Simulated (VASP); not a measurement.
# SiGe2 (I4_1/amd) in VASP: notebook

The runs below take SiGe2 through single point, relaxation of cell and atoms, with PBE.

All numbers are computed with VASP 6.6.1; they aren't measurements. Logs are shortened: lines on timing, memory, paths and dates and some standing lists are left out, and cuts for length are marked.

## (1) The cell of the first run

The structure is tetragonal, space group I4_1/amd (No. 141). The conventional cell has a = 3.885 Å, b = 3.885 Å, c = 13.509 Å, α = 90.00°, β = 90.00°, γ = 90.00°. Si (site symmetry -4m2) has 12 Ge at 2.97 Å and 8 Si at 3.89 to 3.90 Å within 3.9 Å. Within 3.0 Å of Ge (site symmetry 2mm) lie 3 Ge at 2.24 to 2.26 Å and 6 Si at 2.97 Å.

## (2) Single point, PBE

Contents of INCAR:

```
PREC = Accurate
ENCUT = 520
EDIFF = 1E-7
ISMEAR = 0
SIGMA = 0.1
LREAL = F
LASPH = T
NELM = 100
ALGO = Normal
ISIF = 2
LWAVE = F
LCHARG = F
GGA = PE
NBANDS = 41
```

Contents of KPOINTS:

```
Automatic mesh
0
Gamma
  6 6 6
```

Contents of POSCAR:

```
SiGe2
1.0
   -1.9426014337      1.9426014337      6.7543771613
    1.9426014337     -1.9426014337      6.7543771613
    1.9426014337      1.9426014337     -6.7543771613
Si Ge
2 4
Direct
    0.0000000000      0.0000000000      0.0000000000
    0.7500000000      0.2500000000      0.5000000000
    0.4165000000      0.4165000000      0.0000000000
    0.1665000000      0.6665000000      0.5000000000
    0.3335000000      0.8335000000      0.5000000000
    0.5835000000      0.5835000000      0.0000000000
```

Potentials or basis: VASP PAW PBE potentials, release 64 (Si, Ge_d).

The run is started by

```
$ cat potpaw_PBE.64/Si/POTCAR potpaw_PBE.64/Ge_d/POTCAR > POTCAR
$ mpirun -np 1 vasp_std > vasp.out
```

OUTCAR:

```text
PREC = Accurate
   ENCUT = 520
   EDIFF = 1E-7
   ISMEAR = 0
   LREAL = F
   LASPH = T
   NELM = 100
   ISIF = 2
   GGA = PE

 ion  position               nearest neighbor table
   1  0.000  0.000  0.000-   6 2.97   6 2.97   6 2.97   3 2.97   6 2.97   3 2.97   3 2.97   3 2.97
                             5 2.97   4 2.97   5 2.97   4 2.97
   2  0.750  0.250  0.500-   5 2.97   5 2.97   5 2.97   4 2.97   5 2.97   4 2.97   4 2.97   4 2.97
                             6 2.97   3 2.97   3 2.97   6 2.97
   3  0.416  0.416  0.000-   5 2.24   5 2.24   6 2.26   1 2.97   1 2.97   1 2.97   1 2.97   2 2.97
                             2 2.97
   4  0.166  0.666  0.500-   6 2.24   6 2.24   5 2.26   2 2.97   2 2.97   2 2.97   2 2.97   1 2.97
                             1 2.97
   5  0.334  0.834  0.500-   3 2.24   3 2.24   4 2.26   2 2.97   2 2.97   2 2.97   2 2.97   1 2.97
                             1 2.97
   6  0.584  0.584  0.000-   4 2.24   4 2.24   3 2.26   1 2.97   1 2.97   1 2.97   1 2.97   2 2.97
                             2 2.97

  LATTYP: Found a body centered tetragonal cell.
 ALAT       =     3.8852028674
 C/A-ratio  =     3.4769752787

  Lattice vectors:

 A1 = (  -1.9426014337,   1.9426014337,   6.7543771613)
 A2 = (   1.9426014337,  -1.9426014337,   6.7543771613)
 A3 = (   1.9426014337,   1.9426014337,  -6.7543771613)

Analysis of symmetry for initial positions (statically):
=====================================================================
 Subroutine PRICEL returns:
 Original cell was already a primitive cell.

 Routine SETGRP: Setting up the symmetry group for a
 body centered tetragonal supercell.

 Subroutine GETGRP returns: Found 16 space group operations
 (whereof  8 operations were pure point group operations)
 out of a pool of 16 trial point group operations.

The static configuration has the point symmetry D_2d.
 The point group associated with its full space group is D_4h.

Analysis of symmetry for dynamics (positions and initial velocities):
=====================================================================
 Subroutine PRICEL returns:
 Original cell was already a primitive cell.

 Routine SETGRP: Setting up the symmetry group for a
 body centered tetragonal supercell.

 Subroutine GETGRP returns: Found 16 space group operations
 (whereof  8 operations were pure point group operations)
 out of a pool of 16 trial point group operations.

The dynamic configuration has the point symmetry D_2d.
 The point group associated with its full space group is D_4h.

 Subroutine INISYM returns: Found 16 space group operations
 (whereof  8 operations are pure point group operations),
 and found     1 'primitive' translations

----------------------------------------------------------------------------------------

                                     Primitive cell

  volume of cell :     101.9560

  direct lattice vectors                    reciprocal lattice vectors
    -1.942601434  1.942601434  6.754377161     0.000000000  0.257386817  0.074026071
     1.942601434 -1.942601434  6.754377161     0.257386817  0.000000000  0.074026071
     1.942601434  1.942601434 -6.754377161     0.257386817  0.257386817  0.000000000

  length of vectors
     7.291708407  7.291708407  7.291708407     0.267820523  0.267820523  0.363999928

  position of ions in fractional coordinates (direct lattice)
     0.000000000  0.000000000  0.000000000
     0.750000000  0.250000000  0.500000000
     0.416500000  0.416500000  0.000000000
     0.166500000  0.666500000  0.500000000
     0.333500000  0.833500000  0.500000000
     0.583500000  0.583500000  0.000000000

  ion indices of the primitive-cell ions
   primitive index   ion index
                 1           1
                 2           2
                 3           3
                 4           4
                 5           5
                 6           6

----------------------------------------------------------------------------------------

 KPOINTS: Automatic mesh

Automatic generation of k-mesh.
 Grid dimensions read from file:
 generate k-points for:    6    6    6

 Generating k-lattice:

  Cartesian coordinates                     Fractional coordinates (reciprocal lattice)
     0.000000000  0.042897803  0.012337678     0.166666667  0.000000000  0.000000000
     0.042897803  0.000000000  0.012337678     0.000000000  0.166666667  0.000000000
     0.042897803  0.042897803  0.000000000     0.000000000  0.000000000  0.166666667

  Length of vectors
     0.044636754  0.044636754  0.060666655

  Shift w.r.t. Gamma in fractional coordinates (k-lattice)
     0.000000000  0.000000000  0.000000000

 Subroutine IBZKPT returns following result:
 ===========================================

 Found     30 irreducible k-points:

 Following reciprocal coordinates:
            Coordinates               Weight
  0.000000  0.000000  0.000000      1.000000
  0.166667 -0.000000  0.000000      8.000000
  0.333333 -0.000000  0.000000      8.000000
  0.500000 -0.000000  0.000000      4.000000
  0.166667  0.166667  0.000000      8.000000
  0.333333  0.166667  0.000000     16.000000
[... 16 lines left out ...]
 -0.333333 -0.333333  0.166667      8.000000
 -0.166667 -0.333333  0.166667      8.000000
 [... further k-points ...]
   k-points           NKPTS =     30   k-points in BZ     NKDIM =     30   number of bands    NBANDS=     41
   number of dos      NEDOS =    301   number of ions     NIONS =      6
   total plane-waves  NPLWV = 157464
   dimension x,y,z NGX =    54 NGY =   54 NGZ =   54
   dimension x,y,z NGXF=   108 NGYF=  108 NGZF=  108
   ions per type =               2   4
   NGX,Y,Z   is equivalent  to a cutoff of  12.31, 12.31, 12.31 a.u.
   NGXF,Y,Z  is equivalent  to a cutoff of  24.62, 24.62, 24.62 a.u.
 SYSTEM =  unknown system
   PREC   = accura    normal or accurate (medium, high low for compatibility)
   ISTART =      0    job   : 0-new  1-cont  2-samecut
   ICHARG =      2    charge: 1-file 2-atom 10-const
   ISPIN  =      1    spin polarized calculation?
   LNONCOLLINEAR =      F non collinear calculations
   LSORBIT =      F    spin-orbit coupling
   LASPH  =      T    aspherical Exc in radial PAW
   ENCUT  =  520.0 eV  38.22 Ry    6.18 a.u.  13.56 13.56 13.56*2*pi/ulx,y,z
   NELM   =    100;   NELMIN=  2; NELMDL= -5     # of ELM steps
   EDIFF  = 0.1E-06   stopping-criterion for ELM
   LREAL  =      F    real-space projection
   EDIFFG = 0.1E-05   stopping-criterion for IOM
   NSW    =      0    number of steps for IOM
   IBRION =     -1    ionic relax: 0-MD 1-quasi-New 2-CG
   NFREE  =      0    steps in history (QN), initial steepest desc. (CG)
   ISIF   =      2    stress and relaxation
   ISYM   =      2    0-nonsym 1-usesym 2-fastsym
   POTIM  = 0.5000    time-step for ionic-motion
   TEBEG  =    0.0;   TEEND  =   0.0 temperature during run
   PSTRESS=    0.0 pullay stress
   NELECT =      64.0000    total number of electrons
   NUPDOWN=      -1.0000    fix difference up-down
   EMIN   =  10.00;   EMAX   =-10.00  energy-range for DOS
   EFERMI =   0.00;   METHOD = LEGACY
   ISMEAR =     0;   SIGMA  =   0.10  broadening in eV -4-tet -1-fermi 0-gaus
   EFERMI_NEDOS =   21; number of points for ismear=-14 and -15
   IALGO  =     38    algorithm
   IMIX   =      4    mixing-type and parameters
     AMIX     =   0.40;   BMIX     =  1.00
     AMIX_MAG =   1.60;   BMIX_MAG =  1.00
  volume/ion in A,a.u.               =      16.99       114.67
  Fermi-wavevector in a.u.,A,eV,Ry     =   1.401729  2.648883 26.733311  1.964843
  Thomas-Fermi vector in A             =   2.524561
   LORBIT       =      0    0 simple, 1 ext, 2 COOP (PROOUT), +10 PAW based schemes
   GGA     = PE    functional components
   LHFCALC =     F    Hartree Fock is set to
   AEXX    =    0.0000 exact exchange contribution
   IVDW    =     0    specifies the selected vdW correction
   LEPSILON=     F    determine dielectric tensor
   LRPA    =     F    only Hartree local field effects (RPA)
 non-spin polarized calculation
 Gauss-broadening in eV      SIGMA  =   0.10
  energy-cutoff  :      520.00
  volume of cell :      101.96
 maximum number of plane-waves:      2766
   NGX = 27   NGY = 27   NGZ = 27

 number of electron      63.9999978 magnetization

 Free energy of the ion-electron system (eV)
  ---------------------------------------------------
  ext. energy  EPLUGINS =         0.00000000
  ---------------------------------------------------
  free energy    TOTEN  =       -22.55924978 eV

  energy without entropy =      -22.53812225  energy(sigma->0) =      -22.54868602

 E-fermi :   8.1703     XC(G=0): -11.2753

 val. band max:        8.1643382699   @ k =  -0.3333  -0.3333   0.1667
 cond. band min:       8.1734393312   @ k =   0.1667   0.1667   0.0000
 fundamental gap:      0.0091010613
 Fermi energy:         8.1703050648

 k-point     1 :       0.0000    0.0000    0.0000
  band No.  band energies     occupation
      1     -17.3820      2.00000
      2     -17.3154      2.00000
      3     -17.3154      2.00000
      4     -17.2500      2.00000
      5     -17.2394      2.00000
      6     -17.1980      2.00000
[... 33 lines left out ...]
     40      12.6200      0.00000
     41      13.1570      0.00000

 k-point     2 :       0.1667   -0.0000    0.0000
  band No.  band energies     occupation
      1     -17.3998      2.00000
      2     -17.3164      2.00000
      3     -17.3069      2.00000
      4     -17.2682      2.00000
      5     -17.2396      2.00000
      6     -17.2175      2.00000
[... 33 lines left out ...]
     40      12.0100      0.00000
     41      13.2866      0.00000

 k-point     3 :       0.3333   -0.0000    0.0000
  band No.  band energies     occupation
      1     -17.4144      2.00000
      2     -17.3344      2.00000
      3     -17.3180      2.00000
      4     -17.2983      2.00000
      5     -17.2374      2.00000
      6     -17.2216      2.00000
[... 875 lines left out ...]
      2     -17.3561      2.00000
      3     -17.2772      2.00000
      4     -17.2669      2.00000
      5     -17.2608      2.00000
      6     -17.2516      2.00000
[... 33 lines left out ...]
     40      12.7113      0.00000
     41      13.1220      0.00000

 k-point    24 :      -0.1667   -0.3333    0.1667
  band No.  band energies     occupation
      1     -17.3898      2.00000
      2     -17.3173      2.00000
      3     -17.3114      2.00000
      4     -17.2665      2.00000
      5     -17.2496      2.00000
      6     -17.2276      2.00000
[... 33 lines left out ...]
     40      12.1079      0.00000
     41      12.7437      0.00000

 [... further k-points ...]
[... 5 lines left out ...]
  --------------------------------------------------------------------------------------
  -------------------------------------------------------------------------------------
  Total       10.5912060     10.5912060     20.1964029      0.0000000     -0.0000000      0.0000000
  in kB      166.4344736    166.4344736    317.3744044      0.0000000     -0.0000000      0.0000000
  external PRESSURE =     216.7477839 kB  Pullay stress =       0.0000000 kB

 VOLUME and BASIS-vectors are now :
 -----------------------------------------------------------------------------
  energy-cutoff  :      520.00
  volume of cell :      101.96
      direct lattice vectors                 reciprocal lattice vectors
    -1.942601434  1.942601434  6.754377161     0.000000000  0.257386817  0.074026071
     1.942601434 -1.942601434  6.754377161     0.257386817  0.000000000  0.074026071
     1.942601434  1.942601434 -6.754377161     0.257386817  0.257386817  0.000000000

 POSITION                                       TOTAL-FORCE (eV/Angst)
 -----------------------------------------------------------------------------------
      0.00000      0.00000      0.00000        -0.000000     -0.000000      0.000000
      0.00000      1.94260      3.37719        -0.000000     -0.000000      0.000000
      0.00000      0.00000      5.62640         0.000000     -0.000000      0.202407
      1.94260      0.00000      2.24921        -0.000000      0.000000      0.202407
      1.94260     -0.00000      4.50517        -0.000000      0.000000     -0.202407
      0.00000      0.00000      7.88236         0.000000     -0.000000     -0.202407
 -----------------------------------------------------------------------------------
    total drift:                               -0.000000     -0.000000      0.000000

  FREE ENERGIE OF THE ION-ELECTRON SYSTEM (eV)
  ---------------------------------------------------
  free  energy   TOTEN  =       -22.5592497760 eV

  energy  without entropy=      -22.5381222549  energy(sigma->0) =      -22.54868602
```

It took 3 min on 1 thread of Intel Xeon 6975P-C (Granite Rapids), shared host; peak memory 0.42 GiB.

Results:

| Quantity | Value |
| --- | --- |
| Free energy | -22.5592 eV |
| Pressure | 21.7 GPa |
| Largest force | 0.202 eV/Å |
| Band gap on the k mesh | zero (bands 32 and 33 overlap by 1.28 eV) |

Forces on the atoms (eV/Å):
```
Si   0.000  0.000  0.000
Si   0.000  0.000  0.000
Ge   0.000  0.000  0.202
Ge   0.000  0.000  0.202
Ge   0.000  0.000 -0.202
Ge   0.000  0.000 -0.202
```

Levels at points of the mesh, in eV from the Fermi level:
```
           k point  band 29  band 30  band 31  band 32  band 33  band 34  band 35  band 36
(0.00, 0.00, 0.00)    -3.44    -2.43    -1.63    -0.93    -0.35     1.78     1.78     2.93
(0.50, 0.00, 0.00)    -1.87    -1.24    -1.06    -0.45     0.31     0.84     1.30     1.47
(0.50, 0.50, 0.00)    -4.63    -4.63    -2.03    -2.03    -0.85    -0.85     3.71     3.71
(0.50, 0.50, 0.50)    -1.81    -1.81    -0.81    -0.81    -0.40    -0.40     1.25     1.25
```

Caveat: the cell stands under pressure.

## (3) Single point, PBE

This run uses another cell than the first one, of 18.96 Å³/atom.

INCAR, as its differences from that of step 2:

```diff
@@ -7,3 +7,3 @@
 LASPH = T
-NELM = 100
+NELM = 60
 ALGO = Normal
```

Contents of KPOINTS:

```
regular mesh
0
Gamma
  6 6 6
```

Contents of POSCAR:

```
SiGe2
1.0
   -1.6638409606      1.6638409606     10.2723431460
    1.6638409606     -1.6638409606     10.2723431460
    1.6638409606      1.6638409606    -10.2723431460
Si Ge
2 4
Direct
    0.0000000000      0.0000000000      0.0000000000
    0.7500000000      0.2500000000      0.5000000000
    0.4316794213      0.4316794213      0.0000000000
    0.1816794213      0.6816794213      0.5000000000
    0.3183205787      0.8183205787      0.5000000000
    0.5683205787      0.5683205787      0.0000000000
```

Potentials or basis: VASP PAW PBE potentials, release 64 (Si, Ge_d).

The run is started by

```
$ cat potpaw_PBE.64/Si/POTCAR potpaw_PBE.64/Ge_d/POTCAR > POTCAR
$ mpirun -np 1 vasp_std > vasp.out
```

Wall time 9.9 min (1 thread of Intel Xeon 6975P-C (Granite Rapids), shared host); peak memory 0.89 GiB.

Results (log left out):

```
Free energy            : -26.3692 eV
Pressure               : 0.1 GPa
Largest force          : 0.011 eV/Å
Band gap on the k mesh : zero (bands 32 and 33 overlap by 3.65 eV)
```

Forces on the atoms (eV/Å):
```
Si   0.000  0.000  0.000
Si   0.000  0.000  0.000
Ge   0.000  0.000 -0.011
Ge   0.000  0.000 -0.011
Ge   0.000  0.000  0.011
Ge   0.000  0.000  0.011
```

Stress tensor (GPa, compression positive):
```
-0.02  0.00  0.00
 0.00 -0.02  0.00
 0.00  0.00  0.24
```

Levels at points of the mesh, in eV from the Fermi level:
```
           k point  band 28  band 29  band 30  band 31  band 32  band 33  band 34  band 35
(0.00, 0.00, 0.00)    -0.39    -0.39    -0.33    -0.33     0.65     2.06     3.02     3.03
(0.50, 0.00, 0.00)    -4.35    -2.54    -1.24     1.46     1.66     2.19     2.79     2.96
(0.50, 0.50, 0.00)    -5.11    -4.75    -4.75    -2.32    -2.32    -1.46    -1.46     0.04
(0.50, 0.50, 0.50)    -0.60    -0.03    -0.03     0.49     0.49     2.24     2.24     2.90
```

[end of part 1 of 2]
